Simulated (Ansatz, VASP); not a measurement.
Sc: VASP beside Ansatz

INCAR

```
  PREC = Accurate
  ENCUT = 500
  EDIFF = 1E-6
  ISMEAR = -1
  SIGMA = 0.05
  LREAL = False
  LASPH = True
  NELM = 120
  ALGO = Normal
  ISIF = 2
  LWAVE = False
  LCHARG = False
  GGA = PE
  NBANDS = 12
  GGA_COMPAT = False
```

File KPOINTS:

```
Automatic mesh
0
Gamma
  13 13 13
```

POSCAR

```
Sc
1.0
   -1.8509024239      1.8509024239      1.8509024239
    1.8509024239     -1.8509024239      1.8509024239
    1.8509024239      1.8509024239     -1.8509024239
Sc
1
Direct
    0.0000000000      0.0000000000      0.0000000000
```

Input for Ansatz:

```yaml
crystal:
  lattice:
    - [-1.8509024239, 1.8509024239, 1.8509024239]
    - [1.8509024239, -1.8509024239, 1.8509024239]
    - [1.8509024239, 1.8509024239, -1.8509024239]
  atoms:
    - { symbol: Sc, position: [0.0, 0.0, 0.0] }
kpoints:
  mp_grid: { grid: [13, 13, 13] }
scf:
  occupations: { method: fermi_dirac, width: 0.05 }
hamiltonian:
  xc: pbe
  pseudopotentials: { kind: all_electron, lapw: { basis_error: 0.001 } }
output:
  forces: true
  stress: true
  eigenvalues: true
```

Change from the starting cell: volume scaled by 1.02.

Alike in both runs: task single point; functional PBE; k mesh 13 × 13 × 13; occupations fermi-dirac, width 0.05 eV; no spin polarisation.

|  | VASP | Ansatz |
| --- | --- | --- |
| version | VASP 6.6.1 | Ansatz 0.2.0 |
| potentials or method | VASP PAW PBE potentials, release 64 (Sc_sv), cutoff 500 eV | all-electron LAPW, scalar-relativistic |

```csv
,VASP,Ansatz,Ansatz less VASP
pressure (GPa),-1.0,-1.0,-0.01
```

Ansatz ran all-electron here, and VASP with PAW potentials.
